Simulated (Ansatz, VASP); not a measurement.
One calculation of Cr, two programs

```xyz
2
Lattice="0.0000 2.8720 0.0000 2.8720 0.0000 0.0000 2.8720 2.8720 -2.8720" Properties=species:S:1:pos:R:3 pbc="T T T"
Cr    0.0000    0.0000    0.0000
Cr    1.4360    1.4360   -1.4360
```

Alike in both runs: task single point; functional PBE; k mesh 20 × 20 × 10; occupations gaussian, width 0.05 eV; collinear spin.

|  | VASP | Ansatz |
| --- | --- | --- |
| version | VASP 6.6.1 | Ansatz 0.2.0 |
| potentials or method | VASP PAW PBE potentials, release 64 (Cr_pv), cutoff 520 eV | scalar-relativistic, plane waves, PAW |
| valence electrons in the cell | 24 | 28 |

VASP gave:

| Property | Result |
| --- | --- |
| gap on the k mesh at the Fermi level (eV) | none |
| pressure (GPa) | -1.1 |
| net moment per atom (μB) | 0.00 |
| size of the moment on the site where the two differ most (μB) | 1.17 |

Problem. Estimate Ansatz's values.

Solution. gap on the k mesh at the Fermi level (eV): none; pressure (GPa): -1.0; net moment per atom (μB): 0.00; size of the moment on the site where the two differ most (μB): 1.06.

Site moments also hang on the region over which each program counts them. A gap of «none» marks a metal or a gap that the smearing closes. The functional is the same, so the differences come from potentials, cutoffs and numerics. VASP's potentials hold 24 valence electrons a cell and Ansatz's 28, so a difference there can come from the potentials and not from the codes.
